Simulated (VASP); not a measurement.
# MnB3Ir (P6/mmm) in VASP: notebook

MnB3Ir is run at these levels: PBE; tasks: single point.

Program: VASP 6.6.1. These are calculated values, not measurements. Logs are shortened: lines on timing, memory, paths and dates and some standing lists are left out, and cuts for length are marked.

## 1. The cell of the first run

The structure is hexagonal, space group P6/mmm (No. 191). The conventional cell has a = 3.912 Å, b = 3.912 Å, c = 4.562 Å, α = 90.00°, β = 90.00°, γ = 120.00°. Mn (site symmetry 6/mmm) has 6 B at 1.96 Å and 2 Ir at 2.28 Å within 2.6 Å. B (site symmetry mmm) has 4 B at 1.96 Å and 2 Mn at 1.96 Å within 2.6 Å. Ir (site symmetry 6/mmm) has 2 Mn at 2.28 Å within 3.0 Å.

## 2. Single point, PBE

Input file INCAR:

```
  PREC = Accurate
  ENCUT = 520
  EDIFF = 1E-6
  ISMEAR = 0
  SIGMA = 0.1
  LREAL = False
  LASPH = True
  NELM = 60
  ALGO = Normal
  ISIF = 2
  LWAVE = False
  LCHARG = False
  GGA = PE
  NBANDS = 24
```

Input file KPOINTS:

```
regular mesh
0
Gamma
  12 12 8
```

Input file POSCAR:

```
MnB3Ir
1.0
    3.9119733188      0.0000000000      0.0000000000
   -1.9559866594      3.3878682730      0.0000000000
    0.0000000000      0.0000000000      4.5620026706
Mn B Ir
1 3 1
Direct
    0.0000000000      0.0000000000      0.0000000000
    0.5000000000      0.0000000000      0.0000000000
    0.0000000000      0.5000000000      0.0000000000
    0.5000000000      0.5000000000      0.0000000000
    0.0000000000      0.0000000000      0.5000000000
```

Potentials or basis: VASP PAW PBE potentials, release 64 (Mn_pv, B, Ir).

Started as:

```
cat potpaw_PBE.64/Mn_pv/POTCAR potpaw_PBE.64/B/POTCAR potpaw_PBE.64/Ir/POTCAR > POTCAR
mpirun -np 1 vasp_std > vasp.out
```

OUTCAR:

```text
PREC = Accurate
   ENCUT = 520
   EDIFF = 1E-6
   ISMEAR = 0
   LREAL = False
   LASPH = True
   NELM = 60
   ISIF = 2
   GGA = PE

 ion  position               nearest neighbor table
   1  0.000  0.000  0.000-   3 1.96   4 1.96   3 1.96   4 1.96   2 1.96   2 1.96   5 2.28   5 2.28

   2  0.500  0.000  0.000-   3 1.96   4 1.96   4 1.96   3 1.96   1 1.96   1 1.96
   3  0.000  0.500  0.000-   1 1.96   2 1.96   1 1.96   2 1.96   4 1.96   4 1.96
   4  0.500  0.500  0.000-   1 1.96   2 1.96   2 1.96   1 1.96   3 1.96   3 1.96
   5  0.000  0.000  0.500-   1 2.28   1 2.28

  LATTYP: Found a hexagonal cell.
 ALAT       =     3.9119733188
 C/A-ratio  =     1.1661640555

  Lattice vectors:

 A1 = (   3.9119733188,   0.0000000000,   0.0000000000)
 A2 = (  -1.9559866594,   3.3878682730,   0.0000000000)
 A3 = (   0.0000000000,   0.0000000000,   4.5620026706)

Analysis of symmetry for initial positions (statically):
=====================================================================
 Subroutine PRICEL returns:
 Original cell was already a primitive cell.

 Routine SETGRP: Setting up the symmetry group for a
 hexagonal supercell.

 Subroutine GETGRP returns: Found 24 space group operations
 (whereof 24 operations were pure point group operations)
 out of a pool of 24 trial point group operations.

The static configuration has the point symmetry D_6h.

Analysis of symmetry for dynamics (positions and initial velocities):
=====================================================================
 Subroutine PRICEL returns:
 Original cell was already a primitive cell.

 Routine SETGRP: Setting up the symmetry group for a
 hexagonal supercell.

 Subroutine GETGRP returns: Found 24 space group operations
 (whereof 24 operations were pure point group operations)
 out of a pool of 24 trial point group operations.

The dynamic configuration has the point symmetry D_6h.

 Subroutine INISYM returns: Found 24 space group operations
 (whereof 24 operations are pure point group operations),
 and found     1 'primitive' translations

----------------------------------------------------------------------------------------

                                     Primitive cell

  volume of cell :      60.4614

  direct lattice vectors                    reciprocal lattice vectors
     3.911973319  0.000000000  0.000000000     0.255625465  0.147585431  0.000000000
    -1.955986659  3.387868273  0.000000000     0.000000000  0.295170862  0.000000000
     0.000000000  0.000000000  4.562002671     0.000000000  0.000000000  0.219201976

  length of vectors
     3.911973319  3.911973319  4.562002671     0.295170862  0.295170862  0.219201976

  position of ions in fractional coordinates (direct lattice)
     0.000000000  0.000000000  0.000000000
     0.500000000  0.000000000  0.000000000
     0.000000000  0.500000000  0.000000000
     0.500000000  0.500000000  0.000000000
     0.000000000  0.000000000  0.500000000

  ion indices of the primitive-cell ions
   primitive index   ion index
                 1           1
                 2           2
                 3           3
                 4           4
                 5           5

----------------------------------------------------------------------------------------

 KPOINTS: regular mesh

Automatic generation of k-mesh.
 Grid dimensions read from file:
 generate k-points for:   12   12    8

 Generating k-lattice:

  Cartesian coordinates                     Fractional coordinates (reciprocal lattice)
     0.021302122  0.012298786  0.000000000     0.083333333  0.000000000  0.000000000
     0.000000000  0.024597572  0.000000000     0.000000000  0.083333333  0.000000000
     0.000000000  0.000000000  0.027400247     0.000000000  0.000000000  0.125000000

  Length of vectors
     0.024597572  0.024597572  0.027400247

  Shift w.r.t. Gamma in fractional coordinates (k-lattice)
     0.000000000  0.000000000  0.000000000

 Subroutine IBZKPT returns following result:
 ===========================================

 Found     95 irreducible k-points:

 Following reciprocal coordinates:
            Coordinates               Weight
  0.000000  0.000000  0.000000      1.000000
  0.083333  0.000000  0.000000      6.000000
  0.166667  0.000000  0.000000      6.000000
  0.250000  0.000000  0.000000      6.000000
  0.333333 -0.000000  0.000000      6.000000
  0.416667  0.000000  0.000000      6.000000
[... 16 lines left out ...]
  0.250000  0.000000  0.125000     12.000000
  0.333333 -0.000000  0.125000     12.000000
 [... further k-points ...]
   k-points           NKPTS =     95   k-points in BZ     NKDIM =     95   number of bands    NBANDS=     24
   number of dos      NEDOS =    301   number of ions     NIONS =      5
   total plane-waves  NPLWV =  32400
   dimension x,y,z NGX =    30 NGY =   30 NGZ =   36
   dimension x,y,z NGXF=    60 NGYF=   60 NGZF=   72
   ions per type =               1   3   1
   NGX,Y,Z   is equivalent  to a cutoff of  12.75, 12.75, 13.12 a.u.
   NGXF,Y,Z  is equivalent  to a cutoff of  25.50, 25.50, 26.24 a.u.
 SYSTEM =  unknown system
   PREC   = accura    normal or accurate (medium, high low for compatibility)
   ISTART =      0    job   : 0-new  1-cont  2-samecut
   ICHARG =      2    charge: 1-file 2-atom 10-const
   ISPIN  =      1    spin polarized calculation?
   LNONCOLLINEAR =      F non collinear calculations
   LSORBIT =      F    spin-orbit coupling
   LASPH  =      T    aspherical Exc in radial PAW
   ENCUT  =  520.0 eV  38.22 Ry    6.18 a.u.   7.27  7.27  8.48*2*pi/ulx,y,z
   NELM   =     60;   NELMIN=  2; NELMDL= -5     # of ELM steps
   EDIFF  = 0.1E-05   stopping-criterion for ELM
   LREAL  =      F    real-space projection
   EDIFFG = 0.1E-04   stopping-criterion for IOM
   NSW    =      0    number of steps for IOM
   IBRION =     -1    ionic relax: 0-MD 1-quasi-New 2-CG
   NFREE  =      0    steps in history (QN), initial steepest desc. (CG)
   ISIF   =      2    stress and relaxation
   ISYM   =      2    0-nonsym 1-usesym 2-fastsym
   POTIM  = 0.5000    time-step for ionic-motion
   TEBEG  =    0.0;   TEEND  =   0.0 temperature during run
   PSTRESS=    0.0 pullay stress
   NELECT =      31.0000    total number of electrons
   NUPDOWN=      -1.0000    fix difference up-down
   EMIN   =  10.00;   EMAX   =-10.00  energy-range for DOS
   EFERMI =   0.00;   METHOD = LEGACY
   ISMEAR =     0;   SIGMA  =   0.10  broadening in eV -4-tet -1-fermi 0-gaus
   EFERMI_NEDOS =   21; number of points for ismear=-14 and -15
   IALGO  =     38    algorithm
   IMIX   =      4    mixing-type and parameters
     AMIX     =   0.40;   BMIX     =  1.00
     AMIX_MAG =   1.60;   BMIX_MAG =  1.00
  volume/ion in A,a.u.               =      12.09        81.60
  Fermi-wavevector in a.u.,A,eV,Ry     =   1.310296  2.476100 23.359511  1.716876
  Thomas-Fermi vector in A             =   2.440836
   LORBIT       =      0    0 simple, 1 ext, 2 COOP (PROOUT), +10 PAW based schemes
   GGA     = PE    functional components
   LHFCALC =     F    Hartree Fock is set to
   AEXX    =    0.0000 exact exchange contribution
   IVDW    =     0    specifies the selected vdW correction
   LEPSILON=     F    determine dielectric tensor
   LRPA    =     F    only Hartree local field effects (RPA)
 non-spin polarized calculation
 Gauss-broadening in eV      SIGMA  =   0.10
  energy-cutoff  :      520.00
  volume of cell :       60.46
 maximum number of plane-waves:      1653
 NGX is ok and might be reduce to    30
   NGX = 15   NGY = 15   NGZ = 17

 number of electron      30.9999999 magnetization

 Free energy of the ion-electron system (eV)
  ---------------------------------------------------
  ext. energy  EPLUGINS =         0.00000000
  ---------------------------------------------------
  free energy    TOTEN  =       -33.37669772 eV

  energy without entropy =      -33.35518304  energy(sigma->0) =      -33.36594038

 E-fermi :   5.1958     XC(G=0): -11.3329

 val. band max:        5.1941576734   @ k =   0.1667   0.0833   0.5000
 cond. band min:       5.1997506863   @ k =   0.3333   0.0833   0.0000
 fundamental gap:      0.0055930129
 Fermi energy:         5.1957944472

 k-point     1 :       0.0000    0.0000    0.0000
  band No.  band energies     occupation
      1     -42.9490      2.00000
      2     -42.9245      2.00000
      3     -42.9245      2.00000
      4      -7.0674      2.00000
      5      -0.3221      2.00000
      6       0.2943      2.00000
[... 16 lines left out ...]
     23      10.5022      0.00000
     24      16.1131      0.00000

 k-point     2 :       0.0833    0.0000    0.0000
  band No.  band energies     occupation
      1     -42.9489      2.00000
      2     -42.9244      2.00000
      3     -42.9243      2.00000
      4      -6.9891      2.00000
      5      -0.8324      2.00000
      6       0.2874      2.00000
[... 16 lines left out ...]
     23      10.6312      0.00000
     24      15.5558      0.00000

 k-point     3 :       0.1667    0.0000    0.0000
  band No.  band energies     occupation
      1     -42.9488      2.00000
      2     -42.9241      2.00000
      3     -42.9239      2.00000
      4      -6.7563      2.00000
      5      -1.6127      2.00000
      6       0.2537      2.00000
[... 16 lines left out ...]
     23      11.0403      0.00000
     24      14.3288      0.00000

 k-point     4 :       0.2500    0.0000    0.0000
  band No.  band energies     occupation
      1     -42.9487      2.00000
      2     -42.9238      2.00000
      3     -42.9233      2.00000
      4      -6.3763      2.00000
      5      -2.3634      2.00000
      6       0.1181      2.00000
[... 16 lines left out ...]
     23      11.5466      0.00000
     24      12.9932      0.00000

 k-point     5 :       0.3333   -0.0000    0.0000
  band No.  band energies     occupation
      1     -42.9485      2.00000
      2     -42.9235      2.00000
      3     -42.9227      2.00000
      4      -5.8630      2.00000
      5      -3.0830      2.00000
      6      -0.2845      2.00000
[... 451 lines left out ...]
 k-point    22 :       0.1667    0.0000    0.1250
  band No.  band energies     occupation
      1     -42.9536      2.00000
      2     -42.9242      2.00000
      3     -42.9240      2.00000
      4      -6.7200      2.00000
      5      -1.6026      2.00000
      6       0.1591      2.00000
[... 16 lines left out ...]
     23      10.9546      0.00000
     24      14.0257      0.00000

 k-point    23 :       0.2500    0.0000    0.1250
  band No.  band energies     occupation
      1     -42.9534      2.00000
      2     -42.9239      2.00000
      3     -42.9234      2.00000
      4      -6.3439      2.00000
      5      -2.3548      2.00000
      6       0.0284      2.00000
[... 16 lines left out ...]
     23      11.3187      0.00000
     24      12.6961      0.00000

 k-point    24 :       0.3333   -0.0000    0.1250
  band No.  band energies     occupation
      1     -42.9533      2.00000
      2     -42.9235      2.00000
      3     -42.9228      2.00000
      4      -5.8363      2.00000
      5      -3.0751      2.00000
      6      -0.2750      2.00000
[... 16 lines left out ...]
     23      11.5155      0.00000
     24      11.7992      0.00000

 [... further k-points ...]
[... 5 lines left out ...]
  --------------------------------------------------------------------------------------
  -------------------------------------------------------------------------------------
  Total       -0.0416315     -0.0416315      0.1383732      0.0000000     -0.0000000      0.0000000
  in kB       -1.1032024     -1.1032024      3.6667779      0.0000000     -0.0000000      0.0000000
  external PRESSURE =       0.4867911 kB  Pullay stress =       0.0000000 kB

 VOLUME and BASIS-vectors are now :
 -----------------------------------------------------------------------------
  energy-cutoff  :      520.00
  volume of cell :       60.46
      direct lattice vectors                 reciprocal lattice vectors
     3.911973319  0.000000000  0.000000000     0.255625465  0.147585431  0.000000000
    -1.955986659  3.387868273  0.000000000     0.000000000  0.295170862  0.000000000
     0.000000000  0.000000000  4.562002671     0.000000000  0.000000000  0.219201976

 POSITION                                       TOTAL-FORCE (eV/Angst)
 -----------------------------------------------------------------------------------
      0.00000      0.00000      0.00000        -0.000000      0.000000      0.000000
      1.95599      0.00000      0.00000         0.000000      0.000000      0.000000
     -0.97799      1.69393      0.00000        -0.000000      0.000000      0.000000
      0.97799      1.69393      0.00000        -0.000000      0.000000      0.000000
      0.00000      0.00000      2.28100        -0.000000      0.000000      0.000000
 -----------------------------------------------------------------------------------
    total drift:                               -0.000000     -0.000000      0.000000

  FREE ENERGIE OF THE ION-ELECTRON SYSTEM (eV)
  ---------------------------------------------------
  free  energy   TOTEN  =       -33.3766977223 eV

  energy  without entropy=      -33.3551830449  energy(sigma->0) =      -33.36594038
```

Wall time 2 min (1 thread of Intel Xeon Platinum 8259CL at 2.50GHz (Skylake/Cascade Lake), shared host); peak memory 0.28 GiB.

What came out:

```
Free energy : -33.3767 eV
Pressure    : 0.0 GPa
```

Levels at points of the mesh, in eV from the Fermi level:
```
           k point  band 12  band 13  band 14  band 15  band 16  band 17  band 18  band 19  band 20  band 21
(0.00, 0.00, 0.00)    -2.46    -2.46    -2.21    -0.77    -0.77     1.22     1.22     4.00     4.76     4.76
(0.50, 0.00, 0.00)    -1.43    -0.20    -0.18     0.55     0.93     0.99     1.18     2.43     3.12     5.91
(0.00, 0.00, 0.50)    -1.34    -1.34    -1.31    -1.31    -1.29     0.04     0.04     3.71     5.10     5.10
(0.50, 0.00, 0.50)    -1.86    -1.45    -1.10    -0.35    -0.20     0.03     0.99     1.43     4.50     4.70
```

Caveat: spin-orbit coupling is left out, which moves the levels of the heavy elements. Spin polarisation is off, so any magnetic state and its effect on volume and gap are missing.

## 3. Single point, PBE, collinear spin, ferromagnetic start

This run uses another cell than the first one, of 11.78 Å³/atom, 0.974 times its volume.

Input file INCAR:

```
PREC = Accurate ; ENCUT = 520
EDIFF = 1E-6 ; ISMEAR = 0
SIGMA = 0.1 ; LREAL = False
LASPH = True ; NELM = 150
ALGO = Normal ; ISIF = 2
LWAVE = False ; LCHARG = False
ISPIN = 2 ; MAGMOM = 4 0 0 0 0
LORBIT = 11 ; LMAXMIX = 4
GGA = PE ; NBANDS = 28
```

Input file KPOINTS:

```
Automatic mesh
0
Gamma
  6 6 4
```

Edit POSCAR of step 2 so:

```diff
@@ -2,5 +2,5 @@
 1.0
-    3.9119733188      0.0000000000      0.0000000000
-   -1.9559866594      3.3878682730      0.0000000000
-    0.0000000000      0.0000000000      4.5620026706
+    3.8243644000      0.0000000000      0.0000000000
+   -1.9121822000      3.3119967200      0.0000000000
+    0.0000000000      0.0000000000      4.6487945300
 Mn B Ir
```

Potentials or basis: VASP PAW PBE potentials, release 64 (Mn_pv, B, Ir).

Started as:

```
cat potpaw_PBE.64/Mn_pv/POTCAR potpaw_PBE.64/B/POTCAR potpaw_PBE.64/Ir/POTCAR > POTCAR
mpirun -np 1 vasp_std > vasp.out
```

It took 57 s on 1 thread of Intel Xeon Platinum 8259CL at 2.50GHz (Skylake/Cascade Lake), shared host; peak memory 0.23 GiB.

It converged, with:

* Free energy: -33.2450 eV
* Pressure: 6.9 GPa
* Net moment: 0.00 μB per cell
* Valence electrons inside the program's atomic spheres: Mn 12.82; B 1.85; Ir 7.85

Stress tensor (GPa, compression positive):
```
12.54  0.00  0.00
 0.00 12.54  0.00
 0.00  0.00 -4.40
```

Levels at points of the mesh, in eV from the Fermi level:
Spin up:
```
           k point  band 12  band 13  band 14  band 15  band 16  band 17  band 18  band 19  band 20  band 21
(0.00, 0.00, 0.00)    -2.51    -2.32    -2.32    -0.89    -0.89     1.01     1.01     3.91     5.02     5.02
(0.50, 0.00, 0.00)    -1.63    -0.32    -0.21     0.58     0.71     0.94     1.11     2.65     2.93     6.28
(0.00, 0.00, 0.50)    -1.40    -1.33    -1.33    -1.33    -1.33    -0.02    -0.02     3.34     5.67     5.67
(0.50, 0.00, 0.50)    -1.89    -1.52    -1.17    -0.32    -0.21     0.13     1.17     1.55     4.48     5.06
```
Spin down:
```csv
k point,band 13,band 14,band 15,band 16,band 17,band 18,band 19,band 20
"(0.00, 0.00, 0.00)",-2.32,-2.32,-0.89,-0.89,1.01,1.01,3.91,5.02
"(0.50, 0.00, 0.00)",-0.32,-0.21,0.58,0.71,0.94,1.11,2.65,2.93
"(0.00, 0.00, 0.50)",-1.33,-1.33,-1.33,-1.33,-0.02,-0.02,3.34,5.67
"(0.50, 0.00, 0.50)",-1.52,-1.17,-0.32,-0.21,0.14,1.17,1.55,4.48
```

Caveat: the starting moments collapsed, and a magnetic state may lie lower; spin-orbit coupling is left out, which moves the levels of the heavy elements.

## 4. Single point, PBE, collinear spin, ferromagnetic start

Input file INCAR:

```
SYSTEM = MnB3Ir
PREC = Accurate
ENCUT = 520
EDIFF = 1E-7
ISMEAR = 0
SIGMA = 0.1
LREAL = .FALSE.
LASPH = .TRUE.
NELM = 150
ALGO = Normal
ISIF = 2
LWAVE = .FALSE.
LCHARG = .FALSE.
ISPIN = 2
MAGMOM = 4 0 0 0 0
LORBIT = 11
LMAXMIX = 4
GGA = PE
NBANDS = 28
```

Input file KPOINTS:

```
regular mesh
0
G
  6 6 4
  0 0 0
```

Edit POSCAR of step 3 so:

```diff
@@ -2,5 +2,5 @@
 1.0
-    3.8243644000      0.0000000000      0.0000000000
-   -1.9121822000      3.3119967200      0.0000000000
-    0.0000000000      0.0000000000      4.6487945300
+    3.9214941583      0.0000000000      0.0000000000
+   -1.9607470792      3.3961135619      0.0000000000
+    0.0000000000      0.0000000000      4.5311873360
 Mn B Ir
```

Started as:

```
cat potpaw_PBE.64/Mn_pv/POTCAR potpaw_PBE.64/B/POTCAR potpaw_PBE.64/Ir/POTCAR > POTCAR
mpirun -np 1 vasp_std > vasp.out
```

It took 73 s on 1 thread of Intel Xeon Platinum 8259CL at 2.50GHz (Skylake/Cascade Lake), shared host; peak memory 0.24 GiB.

The run converged. Its results:

```yaml
Free_energy: -33.3794 eV
Pressure: 0.1 GPa
Net_moment: 0.00 μB per cell
Valence_electrons_inside_the_program's_atomic_spheres: Mn 12.70; B 1.77; Ir 7.94
```

Stress tensor (GPa, compression positive):
```
-0.13  0.00  0.00
 0.00 -0.13  0.00
 0.00  0.00  0.52
```

Levels at points of the mesh, in eV from the Fermi level:
Spin up:
| k point | band 13 | band 14 | band 15 | band 16 | band 17 | band 18 | band 19 | band 20 |
| --- | --- | --- | --- | --- | --- | --- | --- | --- |
| (0.00, 0.00, 0.00) | -2.48 | -2.22 | -0.80 | -0.80 | 1.17 | 1.17 | 3.93 | 4.73 |
| (0.50, 0.00, 0.00) | -0.24 | -0.18 | 0.48 | 0.91 | 0.97 | 1.13 | 2.34 | 3.13 |
| (0.00, 0.00, 0.50) | -1.48 | -1.45 | -1.36 | -1.36 | 0.02 | 0.02 | 3.79 | 5.04 |
| (0.50, 0.00, 0.50) | -1.54 | -1.26 | -0.40 | -0.24 | -0.05 | 0.98 | 1.31 | 4.52 |
Spin down:
```tsv
k point	band 13	band 14	band 15	band 16	band 17	band 18	band 19	band 20
(0.00, 0.00, 0.00)	-2.48	-2.22	-0.80	-0.80	1.17	1.17	3.93	4.73
(0.50, 0.00, 0.00)	-0.24	-0.18	0.48	0.91	0.97	1.13	2.34	3.13
(0.00, 0.00, 0.50)	-1.48	-1.45	-1.36	-1.36	0.02	0.02	3.79	5.04
(0.50, 0.00, 0.50)	-1.54	-1.26	-0.40	-0.24	-0.05	0.98	1.31	4.52
```

Caveat: the starting moments collapsed, and a magnetic state may lie lower; spin-orbit coupling is left out, which moves the levels of the heavy elements.

[end of part 1 of 2]
